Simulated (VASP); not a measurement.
A run of VASP 6.6.1 is set up as follows.

The input INCAR:

```
PREC = Accurate
ENCUT = 520
EDIFF = 1E-6
ISMEAR = 0
SIGMA = 0.15
LREAL = False
LASPH = True
NELM = 100
ALGO = Fast
ISIF = 2
LWAVE = False
LCHARG = False
GGA = PS
NBANDS = 13
```

File KPOINTS:

```
regular mesh
0
Gamma
  24 24 24
```

File POSCAR:

```
Ru
1.0
    0.0000000000      2.0216026726      1.7183622717
    2.0216026726      0.0000000000      1.7183622717
    2.0216026726      2.0216026726      0.0000000000
Ru
1
Direct
    0.0000000000      0.0000000000      0.0000000000
```

Potentials or basis: VASP PAW PBE potentials, release 64 (Ru_pv).

The run is started by

```bash
$ cat potpaw_PBE.64/Ru_pv/POTCAR > POTCAR
$ mpirun -np 1 vasp_std > vasp.out
```

(1) What does it give for the pressure?

(2) What does it give for the band gap on the k mesh?

## Answers

(1) -11.6 GPa.

(2) zero (band 7 reaches 14.19 eV, above the bottom of band 8 at 10.30 eV).

Caveat: the PAW data sets were made with another functional, which shifts forces and pressure a little.
